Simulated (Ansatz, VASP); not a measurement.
## One calculation of MgO, two programs

```xyz
4
Lattice="3.3924 0.0000 0.0000 -1.6962 2.9379 0.0000 0.0000 0.0000 4.8912" Properties=species:S:1:pos:R:3 pbc="T T T"
Mg    0.0000    1.9586    0.0787
Mg    1.6962    0.9793    2.5243
O     0.0000    1.9586    1.9481
O     1.6962    0.9793    4.3937
```

Alike in both runs: task single point; functional PBE; k mesh 9 × 9 × 6; occupations gaussian, width 0.05 eV; no spin polarisation.

|  | VASP | Ansatz |
| --- | --- | --- |
| version | VASP 6.6.1 | Ansatz 0.2.0 |
| potentials or method | VASP PAW PBE potentials, release 64 (Mg, O), cutoff 520 eV | scalar-relativistic, plane waves, PAW |
| valence electrons in the cell | 16 | 32 |

```tsv
	VASP	Ansatz	Ansatz less VASP
gap on the k mesh at the Fermi level (eV)	3.35	3.37	+0.019
least direct gap on the mesh (eV)	3.35	3.37	+0.019
pressure (GPa)	1.1	1.6	+0.43
traceless stress, the component that is largest in VASP (GPa)	13.94	13.72	-0.215
rms of the force components (eV/Å)	0.788	0.778	-0.0096
```

Atom by atom the forces differ by 0.010 eV/Å (rms over components). VASP's potentials hold 16 valence electrons a cell and Ansatz's 32, so a difference there can come from the potentials and not from the codes.
